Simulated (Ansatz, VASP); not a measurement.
## BP, level by level in two programs

```
CELL_PARAMETERS angstrom
0.00000 2.29886 2.29886
2.29886 0.00000 2.29886
2.29886 2.29886 0.00000
ATOMIC_POSITIONS crystal
P 0.75000 0.75000 0.75000
B 0.00000 0.00000 0.00000
```

Single points on this cell with VASP 6.6.1 and Ansatz 0.2.0. Each row is one pair of runs. Alike in all rows: spin: off; smearing: fermi-dirac, width 0.05 eV; VASP's potentials, cutoff: VASP PAW PBE potentials, release 64 (P, B), 520 eV.

```tsv
level	k mesh	Ansatz's potentials, cutoff	gap on the k mesh at the Fermi level (eV), VASP	gap on the k mesh at the Fermi level (eV), Ansatz	least direct gap on the mesh (eV), VASP	least direct gap on the mesh (eV), Ansatz	pressure (GPa), VASP	pressure (GPa), Ansatz
PBEsol-based global hybrid	5 × 5 × 5	Ansatz PAW, 420 eV	2.69	2.66	4.99	4.96	-9.8	-9.5
BLYP	10 × 10 × 10	Ansatz PAW, 420 eV	1.58	1.56	3.52	3.49	-0.3	-0.2
BHLYP	5 × 5 × 5	Ansatz PAW, 420 eV	4.70	?	7.05	?	-7.1	?
r2SCAN	10 × 10 × 10	Ansatz PAW, 500 eV	1.50	1.47	3.58	3.55	-6.8	-6.3
RPBE	10 × 10 × 10	Ansatz PAW, 420 eV	1.31	1.32	3.34	3.35	-2.7	-2.2
revPBE+D3(BJ)	10 × 10 × 10	Ansatz PAW, 420 eV	1.30	1.31	3.34	3.35	-11.7	-11.3
BLYP+D4	10 × 10 × 10	Ansatz PAW, 420 eV	1.58	1.56	3.52	3.49	-9.5	-9.3
r2SCAN+rVV10	10 × 10 × 10	Ansatz PAW, 500 eV	1.47	1.44	3.58	3.54	-7.4	-6.9
```

**Question.** Fill in what Ansatz gave in row 3.

**Answer.** gap on the k mesh at the Fermi level (eV): 4.60; least direct gap on the mesh (eV): 6.94; pressure (GPa): -6.2.

The k mesh is coarse in some rows, so the values compare programs but aren't converged. Noted on Ansatz's runs: odd divisions of the mesh miss points on the zone boundary, where band edges often lie, so the gap on the mesh can be too wide.
